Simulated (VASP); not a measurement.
# Os (Fm-3m) in VASP: notebook, part 2 of 2

VASP 6.6.1. The steps go on from the part before.

## (4) Relaxation of cell and atoms, PBE

This run uses another cell than the first one, of 14.28 Å³/atom.

The input, INCAR:

```
  ALGO = Normal
  EDIFF = 1E-6
  EDIFFG = -0.005
  ENCUT = 600
  GGA = PE
  IBRION = 2
  ISIF = 3
  ISMEAR = -1
  LASPH = True
  LCHARG = False
  LREAL = False
  LWAVE = False
  NELM = 80
  NSW = 60
  PREC = Accurate
  SIGMA = 0.05
```

The input, KPOINTS:

```
k-points
0
Gamma
  18 18 18
```

The input, POSCAR:

```
Os
1.0
    0.0000000000      1.9256898635      1.9256898635
    1.9256898635      0.0000000000      1.9256898635
    1.9256898635      1.9256898635      0.0000000000
Os
1
Direct
    0.0000000000      0.0000000000      0.0000000000
```

Potentials or basis: VASP PAW PBE potentials, release 64 (Os).

The run is started by

```bash
cat potpaw_PBE.64/Os/POTCAR > POTCAR
mpirun -np 1 vasp_std > vasp.out
```

OUTCAR:

```text
EDIFF = 1E-6
   EDIFFG = -0.005
   ENCUT = 600
   GGA = PE
   IBRION = 2
   ISIF = 3
   ISMEAR = -1
   LASPH = True
   LREAL = False
   NELM = 80
   NSW = 60
   PREC = Accurate

 ion  position               nearest neighbor table
   1  0.000  0.000  0.000-

  LATTYP: Found a face centered cubic cell.
 ALAT       =     3.8513797270

  Lattice vectors:

 A1 = (   0.0000000000,   1.9256898635,   1.9256898635)
 A2 = (   1.9256898635,   0.0000000000,   1.9256898635)
 A3 = (   1.9256898635,   1.9256898635,   0.0000000000)

Analysis of symmetry for initial positions (statically):
=====================================================================
 Subroutine PRICEL returns:
 Original cell was already a primitive cell.

 Routine SETGRP: Setting up the symmetry group for a
 face centered cubic supercell.

 Subroutine GETGRP returns: Found 48 space group operations
 (whereof 48 operations were pure point group operations)
 out of a pool of 48 trial point group operations.

The static configuration has the point symmetry O_h .

Analysis of symmetry for dynamics (positions and initial velocities):
=====================================================================
 Subroutine PRICEL returns:
 Original cell was already a primitive cell.

 Routine SETGRP: Setting up the symmetry group for a
 face centered cubic supercell.

 Subroutine GETGRP returns: Found 48 space group operations
 (whereof 48 operations were pure point group operations)
 out of a pool of 48 trial point group operations.

The dynamic configuration has the point symmetry O_h .

 Subroutine INISYM returns: Found 48 space group operations
 (whereof 48 operations are pure point group operations),
 and found     1 'primitive' translations

----------------------------------------------------------------------------------------

                                     Primitive cell

  volume of cell :      14.2820

  direct lattice vectors                    reciprocal lattice vectors
     0.000000000  1.925689863  1.925689863    -0.259647210  0.259647210  0.259647210
     1.925689863  0.000000000  1.925689863     0.259647210 -0.259647210  0.259647210
     1.925689863  1.925689863  0.000000000     0.259647210  0.259647210 -0.259647210

  length of vectors
     2.723336722  2.723336722  2.723336722     0.449722159  0.449722159  0.449722159

  position of ions in fractional coordinates (direct lattice)
     0.000000000  0.000000000  0.000000000

  ion indices of the primitive-cell ions
   primitive index   ion index
                 1           1

----------------------------------------------------------------------------------------

 KPOINTS: k-points

Automatic generation of k-mesh.
 Grid dimensions read from file:
 generate k-points for:   18   18   18

 Generating k-lattice:

  Cartesian coordinates                     Fractional coordinates (reciprocal lattice)
    -0.014424845  0.014424845  0.014424845     0.055555556  0.000000000  0.000000000
     0.014424845 -0.014424845  0.014424845     0.000000000  0.055555556  0.000000000
     0.014424845  0.014424845 -0.014424845     0.000000000  0.000000000  0.055555556

  Length of vectors
     0.024984564  0.024984564  0.024984564

  Shift w.r.t. Gamma in fractional coordinates (k-lattice)
     0.000000000  0.000000000  0.000000000

 Subroutine IBZKPT returns following result:
 ===========================================

 Found    195 irreducible k-points:

 Following reciprocal coordinates:
            Coordinates               Weight
  0.000000  0.000000  0.000000      1.000000
  0.055556  0.000000  0.000000      8.000000
  0.111111  0.000000  0.000000      8.000000
  0.166667  0.000000  0.000000      8.000000
  0.222222  0.000000  0.000000      8.000000
  0.277778  0.000000  0.000000      8.000000
[... 16 lines left out ...]
 -0.277778  0.055556  0.000000     24.000000
 -0.222222  0.055556  0.000000     24.000000
 [... further k-points ...]
   k-points           NKPTS =    195   k-points in BZ     NKDIM =    195   number of bands    NBANDS=      8
   number of dos      NEDOS =    301   number of ions     NIONS =      1
   total plane-waves  NPLWV =  13824
   dimension x,y,z NGX =    24 NGY =   24 NGZ =   24
   dimension x,y,z NGXF=    48 NGYF=   48 NGZF=   48
   ions per type =               1
   NGX,Y,Z   is equivalent  to a cutoff of  14.65, 14.65, 14.65 a.u.
   NGXF,Y,Z  is equivalent  to a cutoff of  29.30, 29.30, 29.30 a.u.
 SYSTEM =  unknown system
   PREC   = accura    normal or accurate (medium, high low for compatibility)
   ISTART =      0    job   : 0-new  1-cont  2-samecut
   ICHARG =      2    charge: 1-file 2-atom 10-const
   ISPIN  =      1    spin polarized calculation?
   LNONCOLLINEAR =      F non collinear calculations
   LSORBIT =      F    spin-orbit coupling
   LASPH  =      T    aspherical Exc in radial PAW
   ENCUT  =  600.0 eV  44.10 Ry    6.64 a.u.   5.44  5.44  5.44*2*pi/ulx,y,z
   NELM   =     80;   NELMIN=  2; NELMDL= -5     # of ELM steps
   EDIFF  = 0.1E-05   stopping-criterion for ELM
   LREAL  =      F    real-space projection
   EDIFFG = -.5E-02   stopping-criterion for IOM
   NSW    =     60    number of steps for IOM
   IBRION =      2    ionic relax: 0-MD 1-quasi-New 2-CG
   NFREE  =      1    steps in history (QN), initial steepest desc. (CG)
   ISIF   =      3    stress and relaxation
   ISYM   =      2    0-nonsym 1-usesym 2-fastsym
   POTIM  = 0.5000    time-step for ionic-motion
   TEBEG  =    0.0;   TEEND  =   0.0 temperature during run
   PSTRESS=    0.0 pullay stress
   NELECT =       8.0000    total number of electrons
   NUPDOWN=      -1.0000    fix difference up-down
   EMIN   =  10.00;   EMAX   =-10.00  energy-range for DOS
   EFERMI =   0.00;   METHOD = LEGACY
   ISMEAR =    -1;   SIGMA  =   0.05  broadening in eV -4-tet -1-fermi 0-gaus
   EFERMI_NEDOS =   21; number of points for ismear=-14 and -15
   IALGO  =     38    algorithm
   IMIX   =      4    mixing-type and parameters
     AMIX     =   0.40;   BMIX     =  1.00
     AMIX_MAG =   1.60;   BMIX_MAG =  1.00
  volume/ion in A,a.u.               =      14.28        96.38
  Fermi-wavevector in a.u.,A,eV,Ry     =   1.349507  2.550199 24.778511  1.821169
  Thomas-Fermi vector in A             =   2.477088
   LORBIT       =      0    0 simple, 1 ext, 2 COOP (PROOUT), +10 PAW based schemes
   GGA     = PE    functional components
   LHFCALC =     F    Hartree Fock is set to
   AEXX    =    0.0000 exact exchange contribution
   IVDW    =     0    specifies the selected vdW correction
   LEPSILON=     F    determine dielectric tensor
   LRPA    =     F    only Hartree local field effects (RPA)
 conjugate gradient relaxation of ions
 non-spin polarized calculation
  energy-cutoff  :      600.00
  volume of cell :       14.28
 maximum number of plane-waves:       531
 NGX is ok and might be reduce to    24
   NGX = 11   NGY = 11   NGZ = 11

--------------------------------------- Ionic step        1  -------------------------------------------

 number of electron       8.0000000 magnetization

 Free energy of the ion-electron system (eV)
  ---------------------------------------------------
  ext. energy  EPLUGINS =         0.00000000
  ---------------------------------------------------
  free energy    TOTEN  =       -11.11723954 eV

  energy without entropy =      -11.11061553  energy(sigma->0) =      -11.11392753

------------------------ aborting loop because EDIFF is reached ----------------------------------------

  FORCE on cell =-STRESS in cart. coord.  units (eV):
  Direction    XX          YY          ZZ          XY          YZ          ZX
  --------------------------------------------------------------------------------------
  -------------------------------------------------------------------------------------
  Total        0.1269225      0.1269225      0.1269225      0.0000000      0.0000000     -0.0000000
  in kB       14.2383672     14.2383672     14.2383672      0.0000000      0.0000000     -0.0000000
  external PRESSURE =      14.2383672 kB  Pullay stress =       0.0000000 kB
[... 57 lines left out ...]
--------------------------------------- Ionic step        3  -------------------------------------------

 number of electron       8.0000000 magnetization

 Free energy of the ion-electron system (eV)
  ---------------------------------------------------
  ext. energy  EPLUGINS =         0.00000000
  ---------------------------------------------------
  free energy    TOTEN  =       -11.11745690 eV

  energy without entropy =      -11.11079902  energy(sigma->0) =      -11.11412796

 E-fermi :   8.9552     XC(G=0): -13.9160

 val. band max:        8.9150433664   @ k =  -0.3889   0.3333   0.0000
 cond. band min:       8.9578029241   @ k =  -0.2222   0.2778   0.0556
 fundamental gap:      0.0427595576
 Fermi energy:         8.9551989886

 k-point     1 :       0.0000    0.0000    0.0000
  band No.  band energies     occupation
      1      -1.6219      2.00000
      2       6.0908      2.00000
      3       6.0908      2.00000
      4       6.0908      2.00000
      5       9.0306      0.36266
      6       9.0306      0.36266
      7      23.2532      0.00000
      8      28.9291      0.00000
[... 243 lines left out ...]
 k-point    24 :      -0.2222    0.0556    0.0000
  band No.  band energies     occupation
      1       0.6450      2.00000
      2       5.2872      2.00000
      3       6.5552      2.00000
      4       6.6670      2.00000
      5       8.6783      1.99216
      6       9.6345      0.00000
      7      23.4596      0.00000
      8      26.5376      0.00000

 [... further k-points ...]
[... 5 lines left out ...]
  --------------------------------------------------------------------------------------
  -------------------------------------------------------------------------------------
  Total        0.0009793      0.0009793      0.0009793      0.0000000     -0.0000000      0.0000000
  in kB        0.1094696      0.1094696      0.1094696      0.0000000     -0.0000000      0.0000000
  external PRESSURE =       0.1094696 kB  Pullay stress =       0.0000000 kB
[... 16 lines left out ...]
  FREE ENERGIE OF THE ION-ELECTRON SYSTEM (eV)
  ---------------------------------------------------
  free  energy   TOTEN  =       -11.1174569002 eV

  energy  without entropy=      -11.1107990156  energy(sigma->0) =      -11.11412796

 reached required accuracy - stopping structural energy minimisation
```

It took 19 s on 1 thread of Intel Xeon 6975P-C (Granite Rapids), shared host; peak memory 0.17 GiB.

Results:

* Free energy: -11.1175 eV
* Relaxed volume: 14.33 Å³/atom
* Relaxed cell: a = 2.727 Å, b = 2.727 Å, c = 2.727 Å, α = 60.00°, β = 60.00°, γ = 60.00°
* Space group after relaxing (to 0.1 Å): Fm-3m (No. 225)
* Energy gained by relaxing: 0.2 meV/atom
* Ionic steps: 3
* Pressure after relaxing: 0.0 GPa
* Band gap on the k mesh: zero (bands 4 and 5 overlap by 3.68 eV)

Step by step:
```tsv
step	energy change (eV)	largest force (eV/Å)	pressure (GPa)	volume (Å³)
1	0.0000	0.0000	1.42	14.28
2	0.0036	0.0000	-5.67	14.55
3	-0.0002	0.0000	0.01	14.33
```

Final structure:
```xyz
1
Lattice="0.0000 1.9279 1.9279 1.9279 0.0000 1.9279 1.9279 1.9279 0.0000" Properties=species:S:1:pos:R:3 pbc="T T T"
Os    0.0000    0.0000    0.0000
```

Caveat: spin-orbit coupling is left out, which moves the levels of the heavy elements.

## (5) Relaxation of cell and atoms, PBE

The input, INCAR:

```
SYSTEM = Os
ALGO = Normal
EDIFF = 1E-7
EDIFFG = -0.005
ENCUT = 600
GGA = PE
IBRION = 2
ISIF = 3
ISMEAR = -1
LASPH = .TRUE.
LCHARG = .FALSE.
LREAL = .FALSE.
LWAVE = .FALSE.
NELM = 60
NSW = 45
PREC = Accurate
SIGMA = 0.05
```

The input, KPOINTS:

```
k-points
0
G
  18 18 18
  0 0 0
```

The input, POSCAR:

```
Os
1.0
    0.0000000000      1.9279312760      1.9279312760
    1.9279312760      0.0000000000      1.9279312760
    1.9279312760      1.9279312760      0.0000000000
Os
1
Direct
    0.0000000000      0.0000000000      0.0000000000
```

The run is started by

```bash
cat potpaw_PBE.64/Os/POTCAR > POTCAR
mpirun -np 1 vasp_std > vasp.out
```

Run time: 10 s. Hardware: 1 thread of Intel Xeon 6975P-C (Granite Rapids), shared host; peak memory 0.16 GiB.

The run converged. Its results:

- Free energy: -11.1175 eV
- Pressure after relaxing: 0.0 GPa
- Band gap on the k mesh: zero (bands 4 and 5 overlap by 3.68 eV)

Final structure:
```
Os
1.0
     0.00000    1.92793    1.92793
     1.92793    0.00000    1.92793
     1.92793    1.92793    0.00000
Os
1
Direct
  0.00000 0.00000 0.00000
```

Levels at points of the mesh, in eV from the Fermi level:
```tsv
k point	band 1	band 2	band 3	band 4	band 5	band 6	band 7	band 8
(0.00, 0.00, 0.00)	-10.58	-2.86	-2.86	-2.86	0.08	0.08	14.30	19.97
(0.50, 0.00, 0.00)	-7.45	-3.02	-3.02	-0.18	2.41	2.41	8.75	13.83
(0.50, 0.50, 0.00)	-7.33	-6.62	2.34	2.36	3.07	3.07	11.95	12.16
```

Caveat: spin-orbit coupling is left out, which moves the levels of the heavy elements.

## (6) The runs side by side

```csv
task,cell,cutoff (eV),gap on the mesh (eV),pressure (GPa),relaxed volume (Å³/atom)
single point,"a = 2.727 Å, angles 60.0°, 1 atom",520,none,-0.1,-
relaxation of cell and atoms,"relaxed from a = 2.723 Å, angles 60.0°, 1 atom",600,none,0.0,14.33
relaxation of cell and atoms,"relaxed from a = 2.727 Å, angles 60.0°, 1 atom",600,none,0.0,14.33
```

Alike in all rows: level PBE; potentials or basis VASP PAW PBE potentials, release 64 (Os); no spin polarisation; k mesh 18 × 18 × 18; smearing fermi-dirac 0.05 eV.

Caveats: spin-orbit coupling is left out, which moves the levels of the heavy elements.

Total energies depend on the potentials used, so only differences within one code and one set of settings carry meaning.

The gap in the log of VASP goes by the Fermi energy; the results here count the filled bands.